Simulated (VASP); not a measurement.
ZrSnTe4:

```xyz
6
Lattice="5.2851 0.0000 0.0000 0.0000 5.2851 0.0000 0.0000 0.0000 6.2769" Properties=species:S:1:pos:R:3 pbc="T T T"
Zr    2.6425    2.6425    0.0000
Sn    0.0000    0.0000    0.0000
Te    2.6425    0.0000    0.0000
Te    0.0000    2.6425    0.0000
Te    2.6425    2.6425    3.1385
Te    0.0000    0.0000    3.1385
```

The cell was generated, and may not be a known phase.

```yaml
Program: VASP 6.6.1
Task: relaxation of cell and atoms
Functional: PBE
Potentials_or_basis: VASP PAW PBE potentials, release 64 (Zr_sv, Sn_d, Te)
Cutoff: 600 eV
k_mesh: 4 × 4 × 4
Occupations: gaussian, width 0.1 eV
Spin: no spin polarisation
```

At the start: pressure 14.5 GPa; volume 29.22 Å³/atom.

Q: Where does the relaxation end?

A: Over 10 steps the energy falls by 461.8 meV/atom and the volume is 34.10 Å³/atom (+16.7 %); space group P4/mmm (No. 123, to 0.1 Å) before and after.

The path:
```tsv
step	energy change (eV)	largest force (eV/Å)	pressure (GPa)	volume (Å³)
1	0.0000	0.0000	14.49	175.33
2	-1.8104	0.0000	-5.73	247.84
3	-2.3560	0.0000	-1.99	215.25
4	-2.6963	0.0000	-0.41	205.34
5	-2.7558	0.0000	0.95	200.21
6	-2.7562	0.0000	0.81	200.65
7	-2.7691	0.0000	0.11	204.47
8	-2.7699	0.0000	0.24	203.72
9	-2.7706	0.0000	-0.12	205.07
10	-2.7709	0.0000	0.01	204.59
```

Final structure:
```xyz
6
Lattice="5.9993 0.0000 0.0000 0.0000 5.9993 0.0000 0.0000 0.0000 5.6843" Properties=species:S:1:pos:R:3 pbc="T T T"
Zr    2.9997    2.9997    0.0000
Sn    0.0000    0.0000    0.0000
Te    2.9997    0.0000    0.0000
Te    5.9993    2.9997    0.0000
Te    2.9997    2.9997    2.8421
Te    5.9993    0.0000    2.8421
```

Caveat: the volume moved by over 15 % at a fixed basis, so the end points are rough.
